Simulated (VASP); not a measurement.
Runs of VASP 6.6.1 on Hf. The structure is that of space group Fm-3m (No. 225), or close to it. The cells are those of the table. 

```csv
task,level,potentials or basis,cell,k mesh,cutoff (eV),smearing,gap on the mesh (eV),pressure (GPa),relaxed volume (Å³/atom)
single point,LDA,"VASP PAW LDA potentials, release 64 (Hf_pv)","a = 3.118 Å, angles 60.0°, 1 atom",10 × 10 × 10,520,fermi-dirac 0.05 eV,none,-3.6,-
single point,LDA,"VASP PAW LDA potentials, release 64 (Hf_pv)","a = 3.160 Å, angles 60.0°, 1 atom",10 × 10 × 10,520,fermi-dirac 0.05 eV,none,-7.6,-
single point,PBEsol,"VASP PAW PBE potentials, release 64 (Hf_pv)","a = 3.140, b = 3.140, c = 3.108 Å, angles 60.3, 60.3, 60.7°, 1 atom",9 × 9 × 9,520,fermi-dirac 0.05 eV,none,(b),-
relaxation of cell and atoms,BLYP+D3(BJ),"VASP PAW PBE potentials, release 64 (Hf_pv)","relaxed from a = 3.140 Å, angles 60.0°, 1 atom",10 × 10 × 10,600,fermi-dirac 0.05 eV,none,0.0,21.33
single point,PBE,"VASP PAW PBE potentials, release 64 (Hf_pv)","a = 3.126, b = 3.094, c = 3.103 Å, angles 62.1, 61.1, 60.9°, 1 atom",7 × 7 × 7,520,methfessel-paxton 0.1 eV,none,3.1,-
single point,PBE+D4,"VASP PAW PBE potentials, release 64 (Hf_pv)","a = 3.154 Å, angles 60.0°, 1 atom",10 × 10 × 10,520,fermi-dirac 0.05 eV,none,-0.5,-
single point,r2SCAN,"VASP PAW PBE potentials, release 64 (Hf_pv)","a = 3.097 Å, angles 60.0°, 1 atom",10 × 10 × 10,520,fermi-dirac 0.05 eV,none,6.8,-
single point,PBE+D3(BJ),"VASP PAW PBE potentials, release 64 (Hf_pv)","a = 3.135 Å, angles 60.0°, 1 atom",10 × 10 × 10,520,fermi-dirac 0.05 eV,none,-0.4,-
relaxation of cell and atoms,PBE+D4,"VASP PAW PBE potentials, release 64 (Hf_pv)","relaxed from a = 3.140 Å, angles 60.0°, 1 atom",10 × 10 × 10,600,fermi-dirac 0.05 eV,none,0.0,(c)
single point,LDA,"VASP PAW LDA potentials, release 64 (Hf_pv)","a = 3.140 Å, angles 60.0°, 1 atom",10 × 10 × 10,520,tetrahedron,none,-5.5,-
single point,PBE,"VASP PAW PBE potentials, release 64 (Hf_pv)","a = 3.140 Å, angles 60.0°, 1 atom",10 × 10 × 10,520,gaussian 0.024 eV,none,(a),-
```

Alike in all rows: no spin polarisation.

Q: Estimate the missing entries.

A: (a) 2.5; (b) -1.3; (c) 22.10.

Caveats: spin-orbit coupling is left out, which moves the levels of the heavy elements; pairwise dispersion overbinds metals, which lowers pressure and volume (some runs); the PAW data sets were made with another functional, which shifts forces and pressure a little (some runs); tetrahedron occupations give inexact forces and stress in metals (some runs).

A k mesh can miss the band edges, and the runs leave out spin-orbit coupling on Hf.

A gap of «none» marks levels without a gap at the run's occupations.
